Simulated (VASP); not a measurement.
# HfO2 (Fm-3m) in VASP: further runs, part 2 of 2

VASP 6.6.1. Earlier steps stand in the parts before.

### 4 Relaxation of cell and atoms, LDA

This run uses another cell than the first one, of 11.15 Å³/atom.

Contents of INCAR:

```
SYSTEM = HfO2
PREC     = Accurate       ! precision mode
ENCUT    = 600            ! plane-wave cutoff, eV
EDIFF    = 1E-7           ! SCF threshold, eV
ISMEAR   = 0              ! smearing method
SIGMA    = 0.1            ! smearing width, eV
LREAL    = .FALSE.        ! projectors in reciprocal space
LASPH    = .TRUE.         ! aspherical terms in the spheres
NELM     = 120            ! most SCF steps
ALGO     = Normal         ! electronic algorithm
ISIF     = 3              ! what is computed and relaxed
LWAVE    = .FALSE.        ! write WAVECAR
LCHARG   = .FALSE.        ! write CHGCAR
IBRION   = 2              ! ionic algorithm
NSW      = 100            ! ionic steps
EDIFFG   = -0.05          ! ionic threshold
GGA_COMPAT= .FALSE.      
NELMIN   = 4
```

Contents of KPOINTS:

```
Automatic mesh
0
G
  6 6 6
  0 0 0
```

Contents of POSCAR:

```
HfO2
1.0
    0.0000000000      2.5575000000      2.5575000000
    2.5575000000      0.0000000000      2.5575000000
    2.5575000000      2.5575000000      0.0000000000
Hf O
1 2
Direct
    0.0000000000      0.0000000000      0.0000000000
    0.2500000000      0.2500000000      0.2500000000
    0.7500000000      0.7500000000      0.7500000000
```

Potentials or basis: VASP PAW LDA potentials, release 64 (Hf_pv, O).

The run is started by

```bash
cat potpaw_LDA.64/Hf_pv/POTCAR potpaw_LDA.64/O/POTCAR > POTCAR
mpirun -np 1 vasp_std > vasp.out
```

OUTCAR:

```text
SYSTEM = HfO2
   PREC = Accurate
   ENCUT = 600
   EDIFF = 1E-7
   ISMEAR = 0
   LREAL = .FALSE.
   LASPH = .TRUE.
   NELM = 120
   ISIF = 3
   IBRION = 2
   NSW = 100
   EDIFFG = -0.05
   NELMIN = 4

 ion  position               nearest neighbor table
   1  0.000  0.000  0.000-   3 2.21   3 2.21   3 2.21   2 2.21   3 2.21   2 2.21   2 2.21   2 2.21

   2  0.250  0.250  0.250-   1 2.21   1 2.21   1 2.21   1 2.21
   3  0.750  0.750  0.750-   1 2.21   1 2.21   1 2.21   1 2.21

  LATTYP: Found a face centered cubic cell.
 ALAT       =     5.1150000000

  Lattice vectors:

 A1 = (   0.0000000000,   2.5575000000,   2.5575000000)
 A2 = (   2.5575000000,   0.0000000000,   2.5575000000)
 A3 = (   2.5575000000,   2.5575000000,   0.0000000000)

Analysis of symmetry for initial positions (statically):
=====================================================================
 Subroutine PRICEL returns:
 Original cell was already a primitive cell.

 Routine SETGRP: Setting up the symmetry group for a
 face centered cubic supercell.

 Subroutine GETGRP returns: Found 48 space group operations
 (whereof 48 operations were pure point group operations)
 out of a pool of 48 trial point group operations.

The static configuration has the point symmetry O_h .

Analysis of symmetry for dynamics (positions and initial velocities):
=====================================================================
 Subroutine PRICEL returns:
 Original cell was already a primitive cell.

 Routine SETGRP: Setting up the symmetry group for a
 face centered cubic supercell.

 Subroutine GETGRP returns: Found 48 space group operations
 (whereof 48 operations were pure point group operations)
 out of a pool of 48 trial point group operations.

The dynamic configuration has the point symmetry O_h .

 Subroutine INISYM returns: Found 48 space group operations
 (whereof 48 operations are pure point group operations),
 and found     1 'primitive' translations

----------------------------------------------------------------------------------------

                                     Primitive cell

  volume of cell :      33.4562

  direct lattice vectors                    reciprocal lattice vectors
     0.000000000  2.557500000  2.557500000    -0.195503421  0.195503421  0.195503421
     2.557500000  0.000000000  2.557500000     0.195503421 -0.195503421  0.195503421
     2.557500000  2.557500000  0.000000000     0.195503421  0.195503421 -0.195503421

  length of vectors
     3.616851186  3.616851186  3.616851186     0.338621859  0.338621859  0.338621859

  position of ions in fractional coordinates (direct lattice)
     0.000000000  0.000000000  0.000000000
     0.250000000  0.250000000  0.250000000
     0.750000000  0.750000000  0.750000000

  ion indices of the primitive-cell ions
   primitive index   ion index
                 1           1
                 2           2
                 3           3

----------------------------------------------------------------------------------------

 KPOINTS: Automatic mesh

Automatic generation of k-mesh.
 Grid dimensions read from file:
 generate k-points for:    6    6    6

 Generating k-lattice:

  Cartesian coordinates                     Fractional coordinates (reciprocal lattice)
    -0.032583904  0.032583904  0.032583904     0.166666667  0.000000000  0.000000000
     0.032583904 -0.032583904  0.032583904     0.000000000  0.166666667  0.000000000
     0.032583904  0.032583904 -0.032583904     0.000000000  0.000000000  0.166666667

  Length of vectors
     0.056436976  0.056436976  0.056436976

  Shift w.r.t. Gamma in fractional coordinates (k-lattice)
     0.000000000  0.000000000  0.000000000

 Subroutine IBZKPT returns following result:
 ===========================================

 Found     16 irreducible k-points:

 Following reciprocal coordinates:
            Coordinates               Weight
  0.000000  0.000000  0.000000      1.000000
  0.166667  0.000000  0.000000      8.000000
  0.333333  0.000000  0.000000      8.000000
  0.500000  0.000000  0.000000      4.000000
  0.166667  0.166667  0.000000      6.000000
  0.333333  0.166667  0.000000     24.000000
[... 8 lines left out ...]
 -0.333333  0.333333  0.166667     24.000000
 -0.333333  0.500000  0.166667     12.000000
   k-points           NKPTS =     16   k-points in BZ     NKDIM =     16   number of bands    NBANDS=     15
   number of dos      NEDOS =    301   number of ions     NIONS =      3
   total plane-waves  NPLWV =  27000
   dimension x,y,z NGX =    30 NGY =   30 NGZ =   30
   dimension x,y,z NGXF=    60 NGYF=   60 NGZF=   60
   ions per type =               1   2
   NGX,Y,Z   is equivalent  to a cutoff of  13.79, 13.79, 13.79 a.u.
   NGXF,Y,Z  is equivalent  to a cutoff of  27.58, 27.58, 27.58 a.u.
 SYSTEM =  HfO2
   PREC   = accura    normal or accurate (medium, high low for compatibility)
   ISTART =      0    job   : 0-new  1-cont  2-samecut
   ICHARG =      2    charge: 1-file 2-atom 10-const
   ISPIN  =      1    spin polarized calculation?
   LNONCOLLINEAR =      F non collinear calculations
   LSORBIT =      F    spin-orbit coupling
   LASPH  =      T    aspherical Exc in radial PAW
   ENCUT  =  600.0 eV  44.10 Ry    6.64 a.u.   7.22  7.22  7.22*2*pi/ulx,y,z
   NELM   =    120;   NELMIN=  4; NELMDL= -5     # of ELM steps
   EDIFF  = 0.1E-06   stopping-criterion for ELM
   LREAL  =      F    real-space projection
   EDIFFG = -.5E-01   stopping-criterion for IOM
   NSW    =    100    number of steps for IOM
   IBRION =      2    ionic relax: 0-MD 1-quasi-New 2-CG
   NFREE  =      1    steps in history (QN), initial steepest desc. (CG)
   ISIF   =      3    stress and relaxation
   ISYM   =      2    0-nonsym 1-usesym 2-fastsym
   POTIM  = 0.5000    time-step for ionic-motion
   TEBEG  =    0.0;   TEEND  =   0.0 temperature during run
   PSTRESS=    0.0 pullay stress
   NELECT =      22.0000    total number of electrons
   NUPDOWN=      -1.0000    fix difference up-down
   EMIN   =  10.00;   EMAX   =-10.00  energy-range for DOS
   EFERMI =   0.00;   METHOD = LEGACY
   ISMEAR =     0;   SIGMA  =   0.10  broadening in eV -4-tet -1-fermi 0-gaus
   EFERMI_NEDOS =   21; number of points for ismear=-14 and -15
   IALGO  =     38    algorithm
   IMIX   =      4    mixing-type and parameters
     AMIX     =   0.40;   BMIX     =  1.00
     AMIX_MAG =   1.60;   BMIX_MAG =  1.00
  volume/ion in A,a.u.               =      11.15        75.26
  Fermi-wavevector in a.u.,A,eV,Ry     =   1.423607  2.690227 27.574337  2.026657
  Thomas-Fermi vector in A             =   2.544186
   LORBIT       =      0    0 simple, 1 ext, 2 COOP (PROOUT), +10 PAW based schemes
   GGA     = CA    functional components
   LHFCALC =     F    Hartree Fock is set to
   AEXX    =    0.0000 exact exchange contribution
   IVDW    =     0    specifies the selected vdW correction
   LEPSILON=     F    determine dielectric tensor
   LRPA    =     F    only Hartree local field effects (RPA)
 conjugate gradient relaxation of ions
 non-spin polarized calculation
 Gauss-broadening in eV      SIGMA  =   0.10
  energy-cutoff  :      600.00
  volume of cell :       33.46
 maximum number of plane-waves:      1139
 NGX is ok and might be reduce to    30
   NGX = 15   NGY = 15   NGZ = 15

--------------------------------------- Ionic step        1  -------------------------------------------

 number of electron      21.9999993 magnetization

 Free energy of the ion-electron system (eV)
  ---------------------------------------------------
  ext. energy  EPLUGINS =         0.00000000
  ---------------------------------------------------
  free energy    TOTEN  =       -32.91618782 eV

  energy without entropy =      -32.91618782  energy(sigma->0) =      -32.91618782

------------------------ aborting loop because EDIFF is reached ----------------------------------------

  FORCE on cell =-STRESS in cart. coord.  units (eV):
  Direction    XX          YY          ZZ          XY          YZ          ZX
  --------------------------------------------------------------------------------------
  -------------------------------------------------------------------------------------
  Total       -4.0876880     -4.0876880     -4.0876880     -0.0000000     -0.0000000      0.0000000
  in kB     -195.7543415   -195.7543415   -195.7543415     -0.0000000     -0.0000000      0.0000000
  external PRESSURE =    -195.7543415 kB  Pullay stress =       0.0000000 kB
[... 96 lines left out ...]
  energy  without entropy=      -33.0853316446  energy(sigma->0) =      -33.08533164

--------------------------------------- Ionic step        4  -------------------------------------------

 number of electron      22.0000003 magnetization

 Free energy of the ion-electron system (eV)
  ---------------------------------------------------
  ext. energy  EPLUGINS =         0.00000000
  ---------------------------------------------------
  free energy    TOTEN  =       -33.08554454 eV

  energy without entropy =      -33.08554454  energy(sigma->0) =      -33.08554454

 E-fermi :   5.0309     XC(G=0): -12.5933

 val. band max:        4.5286493665   @ k =   0.5000   0.5000   0.0000
 cond. band min:       8.2649916106   @ k =   0.5000   0.5000   0.0000
 fundamental gap:      3.7363422441
 Fermi energy:         5.0308529258

 k-point     1 :       0.0000    0.0000    0.0000
  band No.  band energies     occupation
      1     -24.7288      2.00000
      2     -24.7288      2.00000
      3     -24.7288      2.00000
      4     -14.2869      2.00000
      5     -10.8469      2.00000
      6      -1.2169      2.00000
      7      -1.2169      2.00000
      8      -1.2169      2.00000
      9       3.8892      2.00000
     10       3.8892      2.00000
     11       3.8892      2.00000
     12       8.3337      0.00000
     13       8.3337      0.00000
     14      10.6496      0.00000
     15      15.5817      0.00000
[... 298 lines left out ...]
  FREE ENERGIE OF THE ION-ELECTRON SYSTEM (eV)
  ---------------------------------------------------
  free  energy   TOTEN  =       -33.0855445412 eV

  energy  without entropy=      -33.0855445412  energy(sigma->0) =      -33.08554454

 reached required accuracy - stopping structural energy minimisation
```

Run time: 38 s. Hardware: 1 thread of Intel Xeon Platinum 8259CL at 2.50GHz (Skylake/Cascade Lake), shared host; peak memory 0.16 GiB.

What came out:

```
Free energy                           : -33.0855 eV
Relaxed volume                        : 10.30 Å³/atom
Relaxed cell                          : a = 3.522 Å, b = 3.522 Å, c = 3.522 Å, α = 60.00°, β = 60.00°, γ = 60.00°
Space group after relaxing (to 0.1 Å) : Fm-3m (No. 225)
Energy gained by relaxing             : 56.5 meV/atom
Ionic steps                           : 4
Pressure after relaxing               : -0.1 GPa
Band gap on the k mesh                : 3.74 eV
```

The path:
| step | energy change (eV) | largest force (eV/Å) | pressure (GPa) | volume (Å³) |
| --- | --- | --- | --- | --- |
| 1 | 0.0000 | 0.0000 | -19.58 | 33.46 |
| 2 | 0.3008 | 0.0000 | 46.77 | 27.28 |
| 3 | -0.1691 | 0.0000 | -0.80 | 30.96 |
| 4 | -0.1694 | 0.0000 | -0.13 | 30.89 |

Final structure:
```
CELL_PARAMETERS angstrom
0.00000 2.49031 2.49031
2.49031 0.00000 2.49031
2.49031 2.49031 0.00000
ATOMIC_POSITIONS crystal
Hf 0.00000 0.00000 0.00000
O 0.25000 0.25000 0.25000
O 0.75000 0.75000 0.75000
```

Levels at points of the mesh, in eV from the valence-band top:
| k point | band 8 | band 9 | band 10 | band 11 | band 12 | band 13 | band 14 | band 15 |
| --- | --- | --- | --- | --- | --- | --- | --- | --- |
| (0.00, 0.00, 0.00) | -5.75 | -0.64 | -0.64 | -0.64 | 3.81 | 3.81 | 6.12 | 11.05 |
| (0.50, 0.00, 0.00) | -3.14 | -2.88 | -1.90 | -1.90 | 4.62 | 4.62 | 7.45 | 8.97 |
| (0.50, 0.50, 0.00) | -3.60 | -1.64 | -1.64 | 0.00 | 3.74 | 5.61 | 7.10 | 8.56 |

Caveat: spin-orbit coupling is left out, which moves the levels of the heavy elements. A k mesh can miss the band edges.

### 5 The runs side by side

```tsv
task	cell	gap on the mesh (eV)	pressure (GPa)
single point	a = 3.537 Å, angles 60.0°, 3 atoms	3.70	-3.6
single point	a = 3.617 Å, angles 60.0°, 3 atoms	3.53	-19.6
relaxation of cell and atoms	relaxed from a = 3.617 Å, angles 60.0°, 3 atoms	3.74	-0.1
```

Alike in all rows: level LDA; potentials or basis VASP PAW LDA potentials, release 64 (Hf_pv, O); no spin polarisation; k mesh 6 × 6 × 6; cutoff (eV) 600; smearing gaussian 0.1 eV.

Caveats: spin-orbit coupling is left out, which moves the levels of the heavy elements; the cell stands under tension (at least some runs).

Total energies depend on the potentials used, so only differences within one code and one set of settings carry meaning.
